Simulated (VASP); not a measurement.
# SiC (NiAs type) (P6_3/mmc) in VASP: relaxation of cell and atoms with PBE

Aim: the relaxation of cell and atoms of SiC (NiAs type) with PBE.

All numbers are computed with VASP 6.6.1; they aren't measurements. Logs are shortened: lines on timing, memory, paths and dates and some standing lists are left out, and cuts for length are marked.

### 1 The cell of the first run

It takes space group P6_3/mmc (No. 194, hexagonal). The conventional cell has a = 2.920 Å, b = 2.920 Å, c = 4.526 Å, α = 90.00°, β = 90.00°, γ = 120.00°. Within 2.7 Å of Si (site symmetry -3m) lie 6 C at 2.03 Å and 2 Si at 2.26 Å. C (site symmetry -6m2) has 6 Si at 2.03 Å within 2.7 Å.

### 2 Relaxation of cell and atoms, PBE, target pressure -0.18 GPa, at which the enthalpy is minimised

INCAR reads:

```
SYSTEM = SiC
PREC = Accurate
ENCUT = 600
EDIFF = 1E-6
ISMEAR = -1
SIGMA = 0.08
LREAL = .FALSE.
LASPH = .TRUE.
NELM = 100
ALGO = Normal
ISIF = 3
LWAVE = .FALSE.
LCHARG = .FALSE.
GGA = PE
IBRION = 2
NSW = 60
EDIFFG = -0.005
PSTRESS = -1.7999999999999998
```

KPOINTS reads:

```
Automatic mesh
0
G
  12 12 7
  0 0 0
```

POSCAR reads:

```
SiC
1.0
    2.9198087901      0.0000000000      0.0000000000
   -1.4599043951      2.5286285864      0.0000000000
    0.0000000000      0.0000000000      4.5257036247
Si C
2 2
Direct
    0.0000000000      0.0000000000      0.0000000000
    0.0000000000      0.0000000000      0.5000000000
    0.3333333333      0.6666666667      0.2500000000
    0.6666666667      0.3333333333      0.7500000000
```

Potentials or basis: VASP PAW PBE potentials, release 64 (Si, C).

Run with:

```
> cat potpaw_PBE.64/Si/POTCAR potpaw_PBE.64/C/POTCAR > POTCAR
> mpirun -np 1 vasp_std > vasp.out
```

OUTCAR:

```text
SYSTEM = SiC
   PREC = Accurate
   ENCUT = 600
   EDIFF = 1E-6
   ISMEAR = -1
   LREAL = .FALSE.
   LASPH = .TRUE.
   NELM = 100
   ISIF = 3
   GGA = PE
   IBRION = 2
   NSW = 60
   EDIFFG = -0.005
   PSTRESS = -1.7999999999999998

 ion  position               nearest neighbor table
   1  0.000  0.000  0.000-   3 2.03   4 2.03   4 2.03   3 2.03   4 2.03   3 2.03   2 2.26   2 2.26

   2  0.000  0.000  0.500-   3 2.03   4 2.03   4 2.03   3 2.03   4 2.03   3 2.03   1 2.26   1 2.26

   3  0.333  0.667  0.250-   1 2.03   2 2.03   1 2.03   2 2.03   1 2.03   2 2.03
   4  0.667  0.333  0.750-   1 2.03   2 2.03   1 2.03   2 2.03   1 2.03   2 2.03

  LATTYP: Found a hexagonal cell.
 ALAT       =     2.9198087901
 C/A-ratio  =     1.5500000000

  Lattice vectors:

 A1 = (   2.9198087901,   0.0000000000,   0.0000000000)
 A2 = (  -1.4599043951,   2.5286285864,   0.0000000000)
 A3 = (   0.0000000000,   0.0000000000,   4.5257036247)

Analysis of symmetry for initial positions (statically):
=====================================================================
 Subroutine PRICEL returns:
 Original cell was already a primitive cell.

 Routine SETGRP: Setting up the symmetry group for a
 hexagonal supercell.

 Subroutine GETGRP returns: Found 24 space group operations
 (whereof 12 operations were pure point group operations)
 out of a pool of 24 trial point group operations.

The static configuration has the point symmetry D_3d.
 The point group associated with its full space group is D_6h.

Analysis of symmetry for dynamics (positions and initial velocities):
=====================================================================
 Subroutine PRICEL returns:
 Original cell was already a primitive cell.

 Routine SETGRP: Setting up the symmetry group for a
 hexagonal supercell.

 Subroutine GETGRP returns: Found 24 space group operations
 (whereof 12 operations were pure point group operations)
 out of a pool of 24 trial point group operations.

The dynamic configuration has the point symmetry D_3d.
 The point group associated with its full space group is D_6h.

 Subroutine INISYM returns: Found 24 space group operations
 (whereof 12 operations are pure point group operations),
 and found     1 'primitive' translations

----------------------------------------------------------------------------------------

                                     Primitive cell

  volume of cell :      33.4138

  direct lattice vectors                    reciprocal lattice vectors
     2.919808790  0.000000000  0.000000000     0.342488181  0.197735643  0.000000000
    -1.459904395  2.528628586  0.000000000     0.000000000  0.395471286  0.000000000
     0.000000000  0.000000000  4.525703625     0.000000000  0.000000000  0.220960116

  length of vectors
     2.919808790  2.919808790  4.525703625     0.395471286  0.395471286  0.220960116

  position of ions in fractional coordinates (direct lattice)
     0.000000000  0.000000000  0.000000000
     0.000000000  0.000000000  0.500000000
     0.333333333  0.666666667  0.250000000
     0.666666667  0.333333333  0.750000000

  ion indices of the primitive-cell ions
   primitive index   ion index
                 1           1
                 2           2
                 3           3
                 4           4

----------------------------------------------------------------------------------------

 KPOINTS: Automatic mesh

Automatic generation of k-mesh.
 Grid dimensions read from file:
 generate k-points for:   12   12    7

 Generating k-lattice:

  Cartesian coordinates                     Fractional coordinates (reciprocal lattice)
     0.028540682  0.016477970  0.000000000     0.083333333  0.000000000  0.000000000
     0.000000000  0.032955941  0.000000000     0.000000000  0.083333333  0.000000000
     0.000000000  0.000000000  0.031565731     0.000000000  0.000000000  0.142857143

  Length of vectors
     0.032955941  0.032955941  0.031565731

  Shift w.r.t. Gamma in fractional coordinates (k-lattice)
     0.000000000  0.000000000  0.000000000

 Subroutine IBZKPT returns following result:
 ===========================================

 Found     76 irreducible k-points:

 Following reciprocal coordinates:
            Coordinates               Weight
  0.000000  0.000000  0.000000      1.000000
  0.083333  0.000000  0.000000      6.000000
  0.166667  0.000000  0.000000      6.000000
  0.250000  0.000000  0.000000      6.000000
  0.333333  0.000000  0.000000      6.000000
  0.416667  0.000000  0.000000      6.000000
[... 16 lines left out ...]
  0.250000  0.000000  0.142857     12.000000
  0.333333  0.000000  0.142857     12.000000
 [... further k-points ...]
   k-points           NKPTS =     76   k-points in BZ     NKDIM =     76   number of bands    NBANDS=     12
   number of dos      NEDOS =    301   number of ions     NIONS =      4
   total plane-waves  NPLWV =  20736
   dimension x,y,z NGX =    24 NGY =   24 NGZ =   36
   dimension x,y,z NGXF=    48 NGYF=   48 NGZF=   72
   ions per type =               2   2
   NGX,Y,Z   is equivalent  to a cutoff of  13.66, 13.66, 13.22 a.u.
   NGXF,Y,Z  is equivalent  to a cutoff of  27.33, 27.33, 26.45 a.u.
 SYSTEM =  SiC
   PREC   = accura    normal or accurate (medium, high low for compatibility)
   ISTART =      0    job   : 0-new  1-cont  2-samecut
   ICHARG =      2    charge: 1-file 2-atom 10-const
   ISPIN  =      1    spin polarized calculation?
   LNONCOLLINEAR =      F non collinear calculations
   LSORBIT =      F    spin-orbit coupling
   LASPH  =      T    aspherical Exc in radial PAW
   ENCUT  =  600.0 eV  44.10 Ry    6.64 a.u.   5.83  5.83  9.04*2*pi/ulx,y,z
   NELM   =    100;   NELMIN=  2; NELMDL= -5     # of ELM steps
   EDIFF  = 0.1E-05   stopping-criterion for ELM
   LREAL  =      F    real-space projection
   EDIFFG = -.5E-02   stopping-criterion for IOM
   NSW    =     60    number of steps for IOM
   IBRION =      2    ionic relax: 0-MD 1-quasi-New 2-CG
   NFREE  =      1    steps in history (QN), initial steepest desc. (CG)
   ISIF   =      3    stress and relaxation
   ISYM   =      2    0-nonsym 1-usesym 2-fastsym
   POTIM  = 0.5000    time-step for ionic-motion
   TEBEG  =    0.0;   TEEND  =   0.0 temperature during run
   PSTRESS=   -1.8 pullay stress
   NELECT =      16.0000    total number of electrons
   NUPDOWN=      -1.0000    fix difference up-down
   EMIN   =  10.00;   EMAX   =-10.00  energy-range for DOS
   EFERMI =   0.00;   METHOD = LEGACY
   ISMEAR =    -1;   SIGMA  =   0.08  broadening in eV -4-tet -1-fermi 0-gaus
   EFERMI_NEDOS =   21; number of points for ismear=-14 and -15
   IALGO  =     38    algorithm
   IMIX   =      4    mixing-type and parameters
     AMIX     =   0.40;   BMIX     =  1.00
     AMIX_MAG =   1.60;   BMIX_MAG =  1.00
  volume/ion in A,a.u.               =       8.35        56.37
  Fermi-wavevector in a.u.,A,eV,Ry     =   1.280775  2.420315 22.318801  1.640386
  Thomas-Fermi vector in A             =   2.413184
   LORBIT       =      0    0 simple, 1 ext, 2 COOP (PROOUT), +10 PAW based schemes
   GGA     = PE    functional components
   LHFCALC =     F    Hartree Fock is set to
   AEXX    =    0.0000 exact exchange contribution
   IVDW    =     0    specifies the selected vdW correction
   LEPSILON=     F    determine dielectric tensor
   LRPA    =     F    only Hartree local field effects (RPA)
 conjugate gradient relaxation of ions
 non-spin polarized calculation
  energy-cutoff  :      600.00
  volume of cell :       33.41
 maximum number of plane-waves:      1128
 NGX is ok and might be reduce to    24
   NGX = 11   NGY = 11   NGZ = 19

--------------------------------------- Ionic step        1  -------------------------------------------

 number of electron      16.0000003 magnetization

 Free energy of the ion-electron system (eV)
  ---------------------------------------------------
  ext. energy  EPLUGINS =         0.00000000
  ---------------------------------------------------
  free energy    TOTEN  =       -26.74125716 eV

  energy without entropy =      -26.73514693  energy(sigma->0) =      -26.73820204

------------------------ aborting loop because EDIFF is reached ----------------------------------------

  FORCE on cell =-STRESS in cart. coord.  units (eV):
  Direction    XX          YY          ZZ          XY          YZ          ZX
  --------------------------------------------------------------------------------------
  -------------------------------------------------------------------------------------
  Total       -2.1270529     -2.1270529      8.8338108      0.0000000      0.0000000      0.0000000
  in kB     -101.9913445   -101.9913445    423.5777212      0.0000000      0.0000000      0.0000000
  external PRESSURE =      74.9983441 kB  Pullay stress =      -1.8000000 kB
[... 265 lines left out ...]
  enthalpy is  TOTEN    =       -27.0245544205 eV   P V=       -0.0381820399

--------------------------------------- Ionic step        8  -------------------------------------------

 number of electron      16.0000000 magnetization

 Free energy of the ion-electron system (eV)
  ---------------------------------------------------
  ext. energy  EPLUGINS =         0.00000000
  ---------------------------------------------------
  free energy    TOTEN  =       -26.98636842 eV

  energy without entropy =      -26.97621442  energy(sigma->0) =      -26.98129142

 E-fermi :  11.7252     XC(G=0): -12.5428

 val. band max:       11.7201523519   @ k =   0.1667   0.0000   0.1429
 cond. band min:      11.7912021174   @ k =   0.0833   0.0000   0.1429
 fundamental gap:      0.0710497654
 Fermi energy:        11.7251909844

 k-point     1 :       0.0000    0.0000    0.0000
  band No.  band energies     occupation
      1      -6.2853      2.00000
      2      -1.4203      2.00000
      3       0.5153      2.00000
      4      11.0910      1.99928
      5      11.0910      1.99928
      6      11.5902      1.68781
      7      11.5902      1.68781
      8      11.9100      0.18055
      9      17.1996      0.00000
     10      17.5137      0.00000
     11      19.1722      0.00000
     12      19.9071      0.00000
[... 331 lines left out ...]
 k-point    24 :       0.3333    0.0000    0.1429
  band No.  band energies     occupation
      1      -3.8320      2.00000
      2      -0.2494      2.00000
      3       3.0673      2.00000
      4       4.1783      2.00000
      5       6.2690      2.00000
      6       8.4399      2.00000
      7       9.6603      2.00000
      8      11.0211      1.99970
      9      14.6272      0.00000
     10      14.9838      0.00000
     11      17.9975      0.00000
     12      18.1781      0.00000

 [... further k-points ...]

------------------------ aborting loop because EDIFF is reached ----------------------------------------

  FORCE on cell =-STRESS in cart. coord.  units (eV):
  Direction    XX          YY          ZZ          XY          YZ          ZX
  --------------------------------------------------------------------------------------
  -------------------------------------------------------------------------------------
  Total       -0.0444180     -0.0444180     -0.0539493      0.0000000      0.0000000      0.0000000
  in kB       -2.0936339     -2.0936339     -2.5428923      0.0000000      0.0000000      0.0000000
  external PRESSURE =      -0.4433867 kB  Pullay stress =      -1.8000000 kB
[... 19 lines left out ...]
  FREE ENERGIE OF THE ION-ELECTRON SYSTEM (eV)
  ---------------------------------------------------
  free  energy   TOTEN  =       -26.9863684195 eV

  energy  without entropy=      -26.9762144181  energy(sigma->0) =      -26.98129142

  enthalpy is  TOTEN    =       -27.0245567432 eV   P V=       -0.0381883237

 reached required accuracy - stopping structural energy minimisation
```

Run time: 41 s. Hardware: 1 thread of Intel Xeon 6975P-C (Granite Rapids), shared host; peak memory 0.17 GiB.

What came out:

```yaml
Free_energy: -26.9864 eV
Relaxed_volume: 8.50 Å³/atom
Relaxed_cell: a = 2.872 Å, b = 2.872 Å, c = 4.760 Å, α = 90.00°, β = 90.00°, γ = 120.00°
Space_group_after_relaxing_to_0.05_Å: P6_3/mmc (No. 194)
Energy_change_on_relaxing_the_enthalpy_is_what_falls: -61.3 meV/atom
Ionic_steps: 8
Pressure_after_relaxing: -0.2 GPa
Band_gap_on_the_k_mesh: zero (band 8 reaches 11.91 eV, above the bottom of band 9 at 10.37 eV)
```

The path:
```
step  energy change (eV)  largest force (eV/Å)  pressure (GPa)  volume (Å³)
   1              0.0000                0.0000            7.32        33.41
   2             -0.0152                0.0000           -8.32        35.15
   3             -0.2421                0.0000           -2.52        34.33
   4             -0.2421                0.0000           -2.37        34.31
   5             -0.2445                0.0000            1.17        33.79
   6             -0.2451                0.0000           -0.13        33.98
   7             -0.2451                0.0000           -0.17        33.99
   8             -0.2451                0.0000           -0.22        33.99
```

Final structure:
```
Si C
1.0
     2.87151    0.00000    0.00000
    -1.43576    2.48680    0.00000
     0.00000    0.00000    4.76010
Si C
2 2
Direct
  0.00000 0.00000 0.00000
  0.00000 0.00000 0.50000
  0.33333 0.66667 0.25000
  0.66667 0.33333 0.75000
```

Caveat: the cell is relaxed towards a set pressure, so the enthalpy falls and the energy may rise.
